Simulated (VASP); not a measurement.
# BaZrO3 (Pm-3m) in VASP: notebook, part 2 of 2

VASP 6.6.1. The steps go on from the part before.

**3. Single point, RPBE**

This run uses another cell than the first one, of 15.47 Å³/atom, 1.042 times its volume.

The input, INCAR:

```
PREC = Accurate ; ENCUT = 520
EDIFF = 1E-6 ; ISMEAR = 0
SIGMA = 0.01 ; LREAL = F
LASPH = T ; NELM = 60
ALGO = Normal ; ISIF = 2
LWAVE = F ; LCHARG = T
GGA = RP ; LELF = T
LVHAR = T ; NBANDS = 28
```

The input, KPOINTS:

```
Automatic mesh
0
Gamma
  6 6 6
```

The input, POSCAR:

```
BaZrO3
1.0
    4.2611639062      0.0000000000      0.0000000000
    0.0000000000      4.2611639062      0.0000000000
    0.0000000000      0.0000000000      4.2611639062
Ba Zr O
1 1 3
Direct
    0.0000000000      0.0000000000      0.0000000000
    0.5000000000      0.5000000000      0.5000000000
    0.0000000000      0.5000000000      0.5000000000
    0.5000000000      0.0000000000      0.5000000000
    0.5000000000      0.5000000000      0.0000000000
```

Potentials or basis: VASP PAW PBE potentials, release 64 (Ba_sv, Zr_sv, O).

Run with:

```sh
cat potpaw_PBE.64/Ba_sv/POTCAR potpaw_PBE.64/Zr_sv/POTCAR potpaw_PBE.64/O/POTCAR > POTCAR
mpirun -np 1 vasp_std > vasp.out
```

OUTCAR:

```text
PREC = Accurate
   ENCUT = 520
   EDIFF = 1E-6
   ISMEAR = 0
   LREAL = F
   LASPH = T
   NELM = 60
   ISIF = 2
   GGA = RP

 ion  position               nearest neighbor table
   1  0.000  0.000  0.000-   3 3.01   4 3.01   5 3.01   3 3.01   4 3.01   3 3.01   5 3.01   3 3.01
                             4 3.01   5 3.01   4 3.01   5 3.01   2 3.69   2 3.69   2 3.69   2 3.69
   2  0.500  0.500  0.500-   3 2.13   4 2.13   5 2.13   5 2.13   4 2.13   3 2.13   1 3.69   1 3.69
                             1 3.69   1 3.69   1 3.69   1 3.69   1 3.69   1 3.69
   3  0.000  0.500  0.500-   2 2.13   2 2.13   1 3.01   1 3.01   1 3.01   1 3.01
   4  0.500  0.000  0.500-   2 2.13   2 2.13   1 3.01   1 3.01   1 3.01   1 3.01
   5  0.500  0.500  0.000-   2 2.13   2 2.13   1 3.01   1 3.01   1 3.01   1 3.01

  LATTYP: Found a simple cubic cell.
 ALAT       =     4.2611639062

  Lattice vectors:

 A1 = (   4.2611639062,   0.0000000000,   0.0000000000)
 A2 = (   0.0000000000,   4.2611639062,   0.0000000000)
 A3 = (   0.0000000000,   0.0000000000,   4.2611639062)

Analysis of symmetry for initial positions (statically):
=====================================================================
[... 177 lines left out ...]
 cond. band min:       6.7187202437   @ k =   0.0000   0.0000   0.0000
 fundamental gap:      3.1233653946
 Fermi energy:         3.6889155997

 k-point     1 :       0.0000    0.0000    0.0000
  band No.  band energies     occupation
      1     -43.7980      2.00000
      2     -21.9539      2.00000
      3     -21.8863      2.00000
      4     -21.8863      2.00000
      5     -21.8863      2.00000
      6     -12.7787      2.00000
[... 609 lines left out ...]
     27      12.3991      0.00000
     28      12.3991      0.00000

------------------------ aborting loop because EDIFF is reached ----------------------------------------

  FORCE on cell =-STRESS in cart. coord.  units (eV):
  Direction    XX          YY          ZZ          XY          YZ          ZX
  --------------------------------------------------------------------------------------
  -------------------------------------------------------------------------------------
  Total        0.3918119      0.3918119      0.3918119     -0.0000000     -0.0000000     -0.0000000
  in kB        8.1134108      8.1134108      8.1134108     -0.0000000     -0.0000000     -0.0000000
  external PRESSURE =       8.1134108 kB  Pullay stress =       0.0000000 kB

 VOLUME and BASIS-vectors are now :
 -----------------------------------------------------------------------------
  energy-cutoff  :      520.00
  volume of cell :       77.37
      direct lattice vectors                 reciprocal lattice vectors
     4.261163906  0.000000000  0.000000000     0.234677666  0.000000000  0.000000000
     0.000000000  4.261163906  0.000000000     0.000000000  0.234677666  0.000000000
     0.000000000  0.000000000  4.261163906     0.000000000  0.000000000  0.234677666

 POSITION                                       TOTAL-FORCE (eV/Angst)
 -----------------------------------------------------------------------------------
      0.00000      0.00000      0.00000         0.000000      0.000000      0.000000
      2.13058      2.13058      2.13058         0.000000      0.000000      0.000000
      0.00000      2.13058      2.13058         0.000000      0.000000      0.000000
      2.13058      0.00000      2.13058         0.000000      0.000000      0.000000
      2.13058      2.13058      0.00000         0.000000      0.000000      0.000000
 -----------------------------------------------------------------------------------
    total drift:                                0.000000     -0.000000     -0.000000

  FREE ENERGIE OF THE ION-ELECTRON SYSTEM (eV)
  ---------------------------------------------------
  free  energy   TOTEN  =       -39.7316343057 eV

  energy  without entropy=      -39.7316343057  energy(sigma->0) =      -39.73163431
```

OSZICAR:

```text
N       E                     dE             d eps       ncg     rms          rms(c)
DAV:   1     0.309504333431E+03    0.30950E+03   -0.21778E+04  1120   0.139E+03
DAV:   2    -0.254312171474E+02   -0.33494E+03   -0.32328E+03  1364   0.349E+02
DAV:   3    -0.467922268307E+02   -0.21361E+02   -0.21273E+02  1756   0.829E+01
DAV:   4    -0.473828036689E+02   -0.59058E+00   -0.58970E+00  1592   0.110E+01
DAV:   5    -0.473955776833E+02   -0.12774E-01   -0.12773E-01  1540   0.122E+00    0.261E+01
DAV:   6    -0.397669314392E+02    0.76286E+01   -0.39193E+01  1336   0.377E+01    0.111E+01
DAV:   7    -0.397144208499E+02    0.52511E-01   -0.28694E+00  1600   0.917E+00    0.679E+00
DAV:   8    -0.397297001434E+02   -0.15279E-01   -0.40290E-01  1320   0.463E+00    0.748E-01
DAV:   9    -0.397272685446E+02    0.24316E-02   -0.67830E-02  1568   0.143E+00    0.537E-01
DAV:  10    -0.397318721468E+02   -0.46036E-02   -0.21487E-02  1396   0.118E+00    0.274E-01
DAV:  11    -0.397314192271E+02    0.45292E-03   -0.23936E-03  1360   0.392E-01    0.562E-02
DAV:  12    -0.397316320713E+02   -0.21284E-03   -0.56321E-04  1252   0.157E-01    0.533E-02
DAV:  13    -0.397316314597E+02    0.61160E-06   -0.90046E-05  1648   0.591E-02    0.147E-02
DAV:  14    -0.397316343797E+02   -0.29200E-05   -0.16149E-05  1324   0.285E-02    0.815E-03
DAV:  15    -0.397316343057E+02    0.73985E-07   -0.11818E-06  1104   0.693E-03
   1 F= -.39731634E+02 E0= -.39731634E+02  d E =-.754449E-42
```

stdout:

```text
POSCAR found type information on POSCAR BaZrO
 POSCAR found :  3 types and       5 ions
 scaLAPACK will be used
 -----------------------------------------------------------------------------
|                                                                             |
|                                                                             |
|     You enforced a specific xc type in the INCAR file but a different       |
|     I HOPE YOU KNOW WHAT YOU ARE DOING!                                     |
|                                                                             |
 -----------------------------------------------------------------------------

 LDA part: xc-table for (Slater+PW92), standard interpolation
 POSCAR, INCAR and KPOINTS ok, starting setup
 FFT: planning ... GRIDC
 FFT: planning ... GRID_SOFT
 FFT: planning ... GRID
 WAVECAR not read
 entering main loop
```

It took 37 s on 1 thread of Intel Xeon 6975P-C, shared host; peak memory 0.2 GiB.

What came out:

```
Free energy            : -39.7316 eV
Pressure               : 0.8 GPa
Band gap on the k mesh : 3.12 eV, indirect (least direct gap 3.40 eV)
```

Levels at points of the mesh, in eV from the valence-band top:
```csv
k point,band 17,band 18,band 19,band 20,band 21,band 22,band 23,band 24
"(0.00, 0.00, 0.00)",-0.91,-0.27,-0.27,-0.27,3.12,3.12,3.12,4.70
"(0.50, 0.00, 0.00)",-1.65,-1.53,-0.51,-0.51,3.52,5.40,5.40,6.33
"(0.50, 0.50, 0.00)",-0.92,-0.92,-0.89,-0.07,5.38,5.38,6.19,6.23
"(0.50, 0.50, 0.50)",-2.50,0.00,0.00,0.00,5.84,5.84,5.84,6.58
```

Caveat: the PAW data sets were made with another functional, which shifts forces and pressure a little; spin-orbit coupling is left out, which moves the levels of the heavy elements. A k mesh can miss the band edges.

**4. Single point, r2SCAN+D4**

This run uses another cell than the first one, of 14.80 Å³/atom, 0.996 times its volume.

POSCAR, as its differences from that of step 3:

```diff
@@ -2,5 +2,5 @@
 1.0
-    4.2611639062      0.0000000000      0.0000000000
-    0.0000000000      4.2611639062      0.0000000000
-    0.0000000000      0.0000000000      4.2611639062
+    4.1980215190      0.0000000000      0.0000000000
+    0.0000000000      4.1980215190      0.0000000000
+    0.0000000000      0.0000000000      4.1980215190
 Ba Zr O
```

The input, INCAR.step1:

```
PREC = Accurate
ENCUT = 520
ISMEAR = 0
SIGMA = 0.01
LREAL = False
LASPH = True
NELM = 80
NBANDS = 28
GGA = PE
ALGO = Normal
EDIFF = 1E-4
LWAVE = True
LCHARG = False
```

The input, INCAR.step2:

```
PREC = Accurate
ENCUT = 520
EDIFF = 1E-6
ISMEAR = 0
SIGMA = 0.01
LREAL = False
LASPH = True
NELM = 80
ALGO = Normal
ISIF = 2
LWAVE = False
LCHARG = False
METAGGA = R2SCAN
LMIXTAU = True
IVDW = 13
VDW_S6 = 1.0
VDW_S8 = 0.6018749
VDW_A1 = 0.51559235
VDW_A2 = 5.77342911
NBANDS = 28
ISTART = 1
```

KPOINTS is that of step 3.

Run with:

```sh
cat potpaw_PBE.64/Ba_sv/POTCAR potpaw_PBE.64/Zr_sv/POTCAR potpaw_PBE.64/O/POTCAR > POTCAR
cp INCAR.step1 INCAR
mpirun -np 1 vasp_std > vasp.out
cp INCAR.step2 INCAR
mpirun -np 1 vasp_std > vasp.out
```

Wall time 95 s (1 thread of Intel Xeon 6975P-C, shared host); peak memory 0.21 GiB.

The run converged. Its results:

```
Free energy                : -85.4663 eV
Pressure                   : 1.0 GPa
Band gap on the k mesh     : 3.69 eV, indirect (least direct gap 3.94 eV)
Dispersion energy per atom : -0.073 eV
```

Levels at points of the mesh, in eV from the valence-band top:
```
           k point  band 16  band 17  band 18  band 19  band 20  band 21  band 22  band 23  band 24  band 25
(0.00, 0.00, 0.00)    -1.01    -1.01    -0.25    -0.25    -0.25     3.69     3.69     3.69     5.16     5.16
(0.50, 0.00, 0.00)    -1.72    -1.72    -1.67    -0.49    -0.49     4.13     6.19     6.19     6.95     7.28
(0.50, 0.50, 0.00)    -2.37    -0.94    -0.94    -0.83    -0.08     6.16     6.16     6.96     7.11     8.26
(0.50, 0.50, 0.50)    -2.55    -2.55     0.00     0.00     0.00     6.60     6.60     6.60     7.50     7.50
```

Caveat: the PAW data sets were made with another functional, which shifts forces and pressure a little; spin-orbit coupling is left out, which moves the levels of the heavy elements. A k mesh can miss the band edges.

**5. The runs side by side**

```csv
level,cell,gap on the mesh (eV),pressure (GPa)
PBE+D3(BJ),"a = 4.203 Å, 5 atoms",3.17,1.0
RPBE,"a = 4.261 Å, 5 atoms",3.12,0.8
r2SCAN+D4,"a = 4.198 Å, 5 atoms",3.69,1.0
```

Alike in all rows: task single point; potentials or basis VASP PAW PBE potentials, release 64 (Ba_sv, Zr_sv, O); no spin polarisation; k mesh 6 × 6 × 6; cutoff (eV) 520; smearing gaussian 0.01 eV.

Caveats: spin-orbit coupling is left out, which moves the levels of the heavy elements; the PAW data sets were made with another functional, which shifts forces and pressure a little (some runs).

Total energies depend on the potentials used, so only differences within one code and one set of settings carry meaning.
